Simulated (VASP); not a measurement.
A run of VASP 6.6.1 is set up as follows.

The input INCAR:

```
PREC = Accurate
ENCUT = 400
EDIFF = 1E-6
ISMEAR = 0
SIGMA = 0.02
LREAL = False
LASPH = True
NELM = 120
ALGO = Normal
ISIF = 2
LWAVE = False
LCHARG = False
GGA = PE
NBANDS = 69
GGA_COMPAT = False
```

KPOINTS

```
regular mesh
0
Gamma
  2 2 2
```

File POSCAR:

```
Zn6S7
1.0
    0.0000000000      0.0000000000      6.3046430652
   -0.0000000001     -6.6581192410      0.0000000000
    5.7661004042      3.3290596205      0.0000000000
Zn S
6 7
Direct
   -0.0046419757      0.3114348553      0.3339647015
   -0.0086331612      0.6653108466      1.0000875108
   -0.0049791875      0.9771247590      0.6660277711
    0.5005736197      0.6923132491      0.6732283047
    0.5006806836      1.0191144765      0.3268736005
    0.4944454377      0.3333271050      1.0000441539
    0.3829832990      0.3644321375      0.3527148085
    0.3874809366      0.6691655769      1.0000656589
    0.3829582381      1.0117432162      0.6473876170
    0.8604142921      0.6309980537      0.6451080868
    0.8605478445      0.9861689142      0.3550333599
    0.8607997223      0.3408010476      1.0000977430
    0.1365466674     -0.0003016626     -0.0000022546
```

Potentials or basis: VASP PAW PBE potentials, release 64 (Zn, S).

Run with:

```console
$ cat potpaw_PBE.64/Zn/POTCAR potpaw_PBE.64/S/POTCAR > POTCAR
$ mpirun -np 1 vasp_std > vasp.out
```

Problem. Predict the pressure.

Solution. 6.2 GPa.

Problem. What does it give for the largest force?

Solution. 0.185 eV/Å.

Problem. Predict the band gap on the k mesh.

Solution. Zero (band 57 reaches 3.52 eV, above the bottom of band 58 at 2.98 eV).

Stress tensor (GPa, compression positive):
```
 8.00  0.00  0.00
 0.00  4.74 -1.12
 0.00 -1.12  5.90
```

Caveat: the k points lie up to 0.54 Å⁻¹ apart.
